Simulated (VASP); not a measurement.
Runs of VASP 6.6.1 on Mg2C. Symmetry: Fm-3m, No. 225, cubic system. The conventional cell has a = 5.422 Å, b = 5.422 Å, c = 5.422 Å, α = 90.00°, β = 90.00°, γ = 90.00°. Within 3.1 Å of C (site symmetry m-3m) lie 8 Mg at 2.35 Å. Mg (site symmetry -43m) has 4 C at 2.35 Å and 6 Mg at 2.71 Å within 3.1 Å. 

```csv
level,potentials or basis,k mesh,grid for exact exchange (PRECFOCK),screening parameter,gap on the mesh (eV),pressure (GPa)
LDA,"VASP PAW LDA potentials, release 64 (C, Mg)",4 × 4 × 4,-,-,0.70,(b)
HSE06,"VASP PAW PBE potentials, release 64 (C, Mg)",4 × 4 × 4,Normal,0.2079 1/Å,1.38,-0.8
PBE,"VASP PAW PBE potentials, release 64 (C, Mg)",4 × 4 × 4,-,-,0.69,1.6
PBE,"VASP PAW PBE potentials, release 64 (C, Mg)",6 × 6 × 6,-,-,0.73,(a)
```

Alike in all rows: task single point; no spin polarisation; cell as given; cutoff (eV) 520; smearing gaussian 0.01 eV.

Task: Estimate the missing entries.

Result: (a) 1.8; (b) -4.3.

Caveats: some runs use coarse meshes; the PAW data sets were made with another functional, which shifts forces and pressure a little (some runs).

A k mesh can miss the band edges.
